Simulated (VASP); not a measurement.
# Mg3ZnTe4 (P-43m) in VASP: further runs

Runs on Mg3ZnTe4. Level: PBE. Tasks: single point, relaxation of cell and atoms.

All numbers are computed with VASP 6.6.1; they aren't measurements. Logs are shortened: lines on timing, memory, paths and dates and some standing lists are left out, and cuts for length are marked.

**1. The cell of the first run**

Symmetry: P-43m, No. 215, cubic system. The conventional cell has a = 6.429 Å, b = 6.429 Å, c = 6.429 Å, α = 90.00°, β = 90.00°, γ = 90.00°. Mg (site symmetry -42m) has 4 Te at 2.81 Å within 3.7 Å. Zn (site symmetry -43m) has 4 Te at 2.70 Å within 3.6 Å. Within 3.6 Å of Te (site symmetry 3m) lie 1 Zn at 2.70 Å and 3 Mg at 2.81 Å.

**2. Single point, PBE**

Input file INCAR:

```
PREC = Accurate
ENCUT = 520
EDIFF = 1E-6
ISMEAR = 0
SIGMA = 0.02
LREAL = False
LASPH = True
NELM = 80
ALGO = Normal
ISIF = 2
LWAVE = False
LCHARG = False
GGA = PE
NBANDS = 31
```

Input file KPOINTS:

```
regular mesh
0
Gamma
  4 4 4
```

Input file POSCAR:

```
Mg3ZnTe4
1.0
    6.4290019300      0.0000000000      0.0000000000
    0.0000000000      6.4290019300      0.0000000000
    0.0000000000      0.0000000000      6.4290019300
Mg Zn Te
3 1 4
Direct
    0.5000000000      0.0000000000      0.0000000000
    0.0000000000      0.0000000000      0.5000000000
    0.0000000000      0.5000000000      0.0000000000
    0.5000000000      0.5000000000      0.5000000000
    0.2572665308      0.7427334692      0.2572665308
    0.2572665308      0.2572665308      0.7427334692
    0.7427334692      0.7427334692      0.7427334692
    0.7427334692      0.2572665308      0.2572665308
```

Potentials or basis: VASP PAW PBE potentials, release 64 (Mg, Zn, Te).

Started as:

```
$ cat potpaw_PBE.64/Mg/POTCAR potpaw_PBE.64/Zn/POTCAR potpaw_PBE.64/Te/POTCAR > POTCAR
$ mpirun -np 1 vasp_std > vasp.out
```

OUTCAR:

```text
PREC = Accurate
   ENCUT = 520
   EDIFF = 1E-6
   ISMEAR = 0
   LREAL = False
   LASPH = True
   NELM = 80
   ISIF = 2
   GGA = PE

 ion  position               nearest neighbor table
   1  0.500  0.000  0.000-   5 2.81   6 2.81   7 2.81   8 2.81
   2  0.000  0.000  0.500-   5 2.81   6 2.81   7 2.81   8 2.81
   3  0.000  0.500  0.000-   5 2.81   6 2.81   7 2.81   8 2.81
   4  0.500  0.500  0.500-   5 2.70   6 2.70   7 2.70   8 2.70
   5  0.257  0.743  0.257-   4 2.70   2 2.81   3 2.81   1 2.81
   6  0.257  0.257  0.743-   4 2.70   2 2.81   3 2.81   1 2.81
   7  0.743  0.743  0.743-   4 2.70   2 2.81   3 2.81   1 2.81
   8  0.743  0.257  0.257-   4 2.70   2 2.81   3 2.81   1 2.81

  LATTYP: Found a simple cubic cell.
 ALAT       =     6.4290019300

  Lattice vectors:

 A1 = (   6.4290019300,   0.0000000000,   0.0000000000)
 A2 = (   0.0000000000,   6.4290019300,   0.0000000000)
 A3 = (   0.0000000000,   0.0000000000,   6.4290019300)

Analysis of symmetry for initial positions (statically):
=====================================================================
 Subroutine PRICEL returns:
 Original cell was already a primitive cell.

 Routine SETGRP: Setting up the symmetry group for a
 simple cubic supercell.

 Subroutine GETGRP returns: Found 24 space group operations
 (whereof 24 operations were pure point group operations)
 out of a pool of 48 trial point group operations.

The static configuration has the point symmetry T_d .

Analysis of symmetry for dynamics (positions and initial velocities):
=====================================================================
 Subroutine PRICEL returns:
 Original cell was already a primitive cell.

 Routine SETGRP: Setting up the symmetry group for a
 simple cubic supercell.

 Subroutine GETGRP returns: Found 24 space group operations
 (whereof 24 operations were pure point group operations)
 out of a pool of 48 trial point group operations.

The dynamic configuration has the point symmetry T_d .

 Subroutine INISYM returns: Found 24 space group operations
 (whereof 24 operations are pure point group operations),
 and found     1 'primitive' translations

----------------------------------------------------------------------------------------

                                     Primitive cell

  volume of cell :     265.7239

  direct lattice vectors                    reciprocal lattice vectors
     6.429001930  0.000000000  0.000000000     0.155545139  0.000000000  0.000000000
     0.000000000  6.429001930  0.000000000     0.000000000  0.155545139  0.000000000
     0.000000000  0.000000000  6.429001930     0.000000000  0.000000000  0.155545139

  length of vectors
     6.429001930  6.429001930  6.429001930     0.155545139  0.155545139  0.155545139

  position of ions in fractional coordinates (direct lattice)
     0.500000000  0.000000000  0.000000000
     0.000000000  0.000000000  0.500000000
     0.000000000  0.500000000  0.000000000
     0.500000000  0.500000000  0.500000000
     0.257266531  0.742733469  0.257266531
     0.257266531  0.257266531  0.742733469
     0.742733469  0.742733469  0.742733469
     0.742733469  0.257266531  0.257266531

  ion indices of the primitive-cell ions
   primitive index   ion index
                 1           1
                 2           2
                 3           3
                 4           4
                 5           5
                 6           6
                 7           7
                 8           8

----------------------------------------------------------------------------------------

 KPOINTS: regular mesh

Automatic generation of k-mesh.
 Grid dimensions read from file:
 generate k-points for:    4    4    4

 Generating k-lattice:

  Cartesian coordinates                     Fractional coordinates (reciprocal lattice)
     0.038886285  0.000000000  0.000000000     0.250000000  0.000000000  0.000000000
     0.000000000  0.038886285  0.000000000     0.000000000  0.250000000  0.000000000
     0.000000000  0.000000000  0.038886285     0.000000000  0.000000000  0.250000000

  Length of vectors
     0.038886285  0.038886285  0.038886285

  Shift w.r.t. Gamma in fractional coordinates (k-lattice)
     0.000000000  0.000000000  0.000000000

 Subroutine IBZKPT returns following result:
 ===========================================

 Found     10 irreducible k-points:

 Following reciprocal coordinates:
            Coordinates               Weight
  0.000000  0.000000  0.000000      1.000000
  0.250000  0.000000  0.000000      6.000000
  0.500000  0.000000  0.000000      3.000000
  0.250000  0.250000  0.000000     12.000000
  0.500000  0.250000  0.000000     12.000000
  0.500000  0.500000  0.000000      3.000000
  0.250000  0.250000  0.250000      8.000000
  0.500000  0.250000  0.250000     12.000000
  0.500000  0.500000  0.250000      6.000000
  0.500000  0.500000  0.500000      1.000000
   k-points           NKPTS =     10   k-points in BZ     NKDIM =     10   number of bands    NBANDS=     31
   number of dos      NEDOS =    301   number of ions     NIONS =      8
   total plane-waves  NPLWV = 110592
   dimension x,y,z NGX =    48 NGY =   48 NGZ =   48
   dimension x,y,z NGXF=    96 NGYF=   96 NGZF=   96
   ions per type =               3   1   4
   NGX,Y,Z   is equivalent  to a cutoff of  12.41, 12.41, 12.41 a.u.
   NGXF,Y,Z  is equivalent  to a cutoff of  24.82, 24.82, 24.82 a.u.
 SYSTEM =  unknown system
   PREC   = accura    normal or accurate (medium, high low for compatibility)
   ISTART =      0    job   : 0-new  1-cont  2-samecut
   ICHARG =      2    charge: 1-file 2-atom 10-const
   ISPIN  =      1    spin polarized calculation?
   LNONCOLLINEAR =      F non collinear calculations
   LSORBIT =      F    spin-orbit coupling
   LASPH  =      T    aspherical Exc in radial PAW
   ENCUT  =  520.0 eV  38.22 Ry    6.18 a.u.  11.95 11.95 11.95*2*pi/ulx,y,z
   NELM   =     80;   NELMIN=  2; NELMDL= -5     # of ELM steps
   EDIFF  = 0.1E-05   stopping-criterion for ELM
   LREAL  =      F    real-space projection
   EDIFFG = 0.1E-04   stopping-criterion for IOM
   NSW    =      0    number of steps for IOM
   IBRION =     -1    ionic relax: 0-MD 1-quasi-New 2-CG
   NFREE  =      0    steps in history (QN), initial steepest desc. (CG)
   ISIF   =      2    stress and relaxation
   ISYM   =      2    0-nonsym 1-usesym 2-fastsym
   POTIM  = 0.5000    time-step for ionic-motion
   TEBEG  =    0.0;   TEEND  =   0.0 temperature during run
   PSTRESS=    0.0 pullay stress
   NELECT =      42.0000    total number of electrons
   NUPDOWN=      -1.0000    fix difference up-down
   EMIN   =  10.00;   EMAX   =-10.00  energy-range for DOS
   EFERMI =   0.00;   METHOD = LEGACY
   ISMEAR =     0;   SIGMA  =   0.02  broadening in eV -4-tet -1-fermi 0-gaus
   EFERMI_NEDOS =   21; number of points for ismear=-14 and -15
   IALGO  =     38    algorithm
   IMIX   =      4    mixing-type and parameters
     AMIX     =   0.40;   BMIX     =  1.00
     AMIX_MAG =   1.60;   BMIX_MAG =  1.00
  volume/ion in A,a.u.               =      33.22       224.15
  Fermi-wavevector in a.u.,A,eV,Ry     =   0.885145  1.672681 10.659913  0.783481
  Thomas-Fermi vector in A             =   2.006139
   LORBIT       =      0    0 simple, 1 ext, 2 COOP (PROOUT), +10 PAW based schemes
   GGA     = PE    functional components
   LHFCALC =     F    Hartree Fock is set to
   AEXX    =    0.0000 exact exchange contribution
   IVDW    =     0    specifies the selected vdW correction
   LEPSILON=     F    determine dielectric tensor
   LRPA    =     F    only Hartree local field effects (RPA)
 non-spin polarized calculation
 Gauss-broadening in eV      SIGMA  =   0.02
  energy-cutoff  :      520.00
  volume of cell :      265.72
 maximum number of plane-waves:      7208
 NGX is ok and might be reduce to    48
   NGX = 23   NGY = 23   NGZ = 23

 number of electron      42.0000033 magnetization

 Free energy of the ion-electron system (eV)
  ---------------------------------------------------
  ext. energy  EPLUGINS =         0.00000000
  ---------------------------------------------------
  free energy    TOTEN  =       -24.30865141 eV

  energy without entropy =      -24.30865141  energy(sigma->0) =      -24.30865141

 E-fermi :   2.0801     XC(G=0):  -7.9941

 val. band max:        1.9824335066   @ k =   0.0000   0.0000   0.0000
 cond. band min:       3.7819636295   @ k =   0.0000   0.0000   0.0000
 fundamental gap:      1.7995301229
 Fermi energy:         2.0800989934

 k-point     1 :       0.0000    0.0000    0.0000
  band No.  band energies     occupation
      1      -8.4709      2.00000
      2      -7.6372      2.00000
      3      -7.6372      2.00000
      4      -7.6372      2.00000
      5      -4.1262      2.00000
      6      -4.1262      2.00000
[... 23 lines left out ...]
     30       7.1761      0.00000
     31       7.1761      0.00000

 k-point     2 :       0.2500    0.0000    0.0000
  band No.  band energies     occupation
      1      -8.3690      2.00000
      2      -7.7770      2.00000
      3      -7.6344      2.00000
      4      -7.6344      2.00000
      5      -4.1494      2.00000
      6      -4.1239      2.00000
[... 23 lines left out ...]
     30       7.6586      0.00000
     31       7.6586      0.00000

 k-point     3 :       0.5000    0.0000    0.0000
  band No.  band energies     occupation
      1      -8.1527      2.00000
      2      -8.0301      2.00000
      3      -7.6317      2.00000
      4      -7.6317      2.00000
      5      -4.1673      2.00000
      6      -4.1215      2.00000
[... 227 lines left out ...]
     30       7.5955      0.00000
     31       7.5955      0.00000

 k-point    10 :       0.5000    0.5000    0.5000
  band No.  band energies     occupation
      1      -7.8998      2.00000
      2      -7.8352      2.00000
      3      -7.8352      2.00000
      4      -7.8352      2.00000
      5      -4.1289      2.00000
      6      -4.1289      2.00000
[... 23 lines left out ...]
     30       7.4335      0.00000
     31       7.4335      0.00000

------------------------ aborting loop because EDIFF is reached ----------------------------------------

  FORCE on cell =-STRESS in cart. coord.  units (eV):
  Direction    XX          YY          ZZ          XY          YZ          ZX
  --------------------------------------------------------------------------------------
  -------------------------------------------------------------------------------------
  Total       -0.0017912     -0.0017912     -0.0017912      0.0000000     -0.0000000      0.0000000
  in kB       -0.0107997     -0.0107997     -0.0107997      0.0000000     -0.0000000      0.0000000
  external PRESSURE =      -0.0107997 kB  Pullay stress =       0.0000000 kB

 VOLUME and BASIS-vectors are now :
 -----------------------------------------------------------------------------
  energy-cutoff  :      520.00
  volume of cell :      265.72
      direct lattice vectors                 reciprocal lattice vectors
     6.429001930  0.000000000  0.000000000     0.155545139  0.000000000  0.000000000
     0.000000000  6.429001930  0.000000000     0.000000000  0.155545139  0.000000000
     0.000000000  0.000000000  6.429001930     0.000000000  0.000000000  0.155545139

 POSITION                                       TOTAL-FORCE (eV/Angst)
 -----------------------------------------------------------------------------------
      3.21450      0.00000      0.00000        -0.000000      0.000000      0.000000
      0.00000      0.00000      3.21450         0.000000      0.000000      0.000000
      0.00000      3.21450      0.00000         0.000000      0.000000     -0.000000
      3.21450      3.21450      3.21450        -0.000000      0.000000     -0.000000
      1.65397      4.77503      1.65397        -0.003664      0.003664     -0.003664
      1.65397      1.65397      4.77503        -0.003664     -0.003664      0.003664
      4.77503      4.77503      4.77503         0.003664      0.003664      0.003664
      4.77503      1.65397      1.65397         0.003664     -0.003664     -0.003664
 -----------------------------------------------------------------------------------
    total drift:                               -0.000000     -0.000000     -0.000000

  FREE ENERGIE OF THE ION-ELECTRON SYSTEM (eV)
  ---------------------------------------------------
  free  energy   TOTEN  =       -24.3086514133 eV

  energy  without entropy=      -24.3086514133  energy(sigma->0) =      -24.30865141
```

It took 46 s on 1 thread of Intel Xeon Platinum 8559C (Emerald Rapids), shared host; peak memory 0.37 GiB.

Results:

- Free energy: -24.3087 eV
- Pressure: 0.0 GPa
- Largest force: 0.006 eV/Å
- Band gap on the k mesh: 1.80 eV, direct

Forces on the atoms (eV/Å):
```
Mg   0.000  0.000  0.000
Mg   0.000  0.000  0.000
Mg   0.000  0.000  0.000
Zn   0.000  0.000  0.000
Te  -0.004  0.004 -0.004
Te  -0.004 -0.004  0.004
Te   0.004  0.004  0.004
Te   0.004 -0.004 -0.004
```

Caveat: spin-orbit coupling is left out, which moves the levels of the heavy elements. PBE gaps usually lie below the measured ones, often by a third to a half.

**3. Relaxation of cell and atoms, PBE**

This run uses another cell than the first one, of 32.93 Å³/atom, 0.992 times its volume.

Input file INCAR:

```
ALGO = Normal ; EDIFF = 1E-7
EDIFFG = -0.01 ; ENCUT = 600
GGA = PE ; IBRION = 2
ISIF = 3 ; ISMEAR = 0
LASPH = True ; LCHARG = False
LREAL = False ; LWAVE = False
NELM = 80 ; NSW = 100
PREC = Accurate ; SIGMA = 0.02
```

Input file KPOINTS:

```
k-points
0
Gamma
  4 4 4
```

Input file POSCAR:

```
Mg3ZnTe4
1.0
    6.4108193859      0.0000000000      0.0000000000
    0.0000000000      6.4108193859      0.0000000000
    0.0000000000      0.0000000000      6.4108193859
Mg Zn Te
3 1 4
Direct
    0.5000000000      0.0000000000      0.0000000000
    0.0000000000      0.0000000000      0.5000000000
    0.0000000000      0.5000000000      0.0000000000
    0.5000000000      0.5000000000      0.5000000000
    0.2571987296      0.7428012704      0.2571987296
    0.2571987296      0.2571987296      0.7428012704
    0.7428012704      0.7428012704      0.7428012704
    0.7428012704      0.2571987296      0.2571987296
```

Potentials or basis: VASP PAW PBE potentials, release 64 (Mg, Zn, Te).

Started as:

```
$ cat potpaw_PBE.64/Mg/POTCAR potpaw_PBE.64/Zn/POTCAR potpaw_PBE.64/Te/POTCAR > POTCAR
$ mpirun -np 1 vasp_std > vasp.out
```

Wall time 2 min (1 thread of Intel Xeon Platinum 8559C (Emerald Rapids), shared host); peak memory 0.48 GiB.

It converged, with:

| Item | Value |
| --- | --- |
| Free energy | -24.3086 eV |
| Relaxed volume | 33.24 Å³/atom |
| Relaxed cell | a = 6.430 Å, b = 6.430 Å, c = 6.430 Å, α = 90.00°, β = 90.00°, γ = 90.00° |
| Space group after relaxing (to 0.05 Å) | P-43m (No. 215) |
| Energy gained by relaxing | 0.3 meV/atom |
| Ionic steps | 2 |
| Pressure after relaxing | 0.0 GPa |
| Band gap on the k mesh | 1.80 eV, direct |

The path:
```csv
step,energy change (eV),largest force (eV/Å),pressure (GPa),volume (Å³)
1,0.0000,0.0022,0.31,263.48
2,-0.0020,0.0006,-0.03,265.88
```

Final structure:
```
Mg Zn Te
1.0
     6.43026    0.00000    0.00000
     0.00000    6.43026    0.00000
     0.00000    0.00000    6.43026
Mg Zn Te
3 1 4
Direct
  0.50000 0.00000 0.00000
  0.00000 0.00000 0.50000
  0.00000 0.50000 0.00000
  0.50000 0.50000 0.50000
  0.25719 0.74281 0.25719
  0.25719 0.25719 0.74281
  0.74281 0.74281 0.74281
  0.74281 0.25719 0.25719
```

Levels at points of the mesh, in eV from the valence-band top:
| k point | band 19 | band 20 | band 21 | band 22 | band 23 | band 24 |
| --- | --- | --- | --- | --- | --- | --- |
| (0.00, 0.00, 0.00) | 0.00 | 0.00 | 0.00 | 1.80 | 2.78 | 2.78 |
| (0.50, 0.00, 0.00) | -0.88 | -0.65 | -0.65 | 3.32 | 3.72 | 3.92 |
| (0.50, 0.50, 0.00) | -0.55 | -0.52 | -0.49 | 3.32 | 3.97 | 4.26 |
| (0.50, 0.50, 0.50) | -0.52 | -0.44 | -0.44 | 1.93 | 3.11 | 3.11 |

Caveat: spin-orbit coupling is left out, which moves the levels of the heavy elements. A k mesh can miss the band edges.
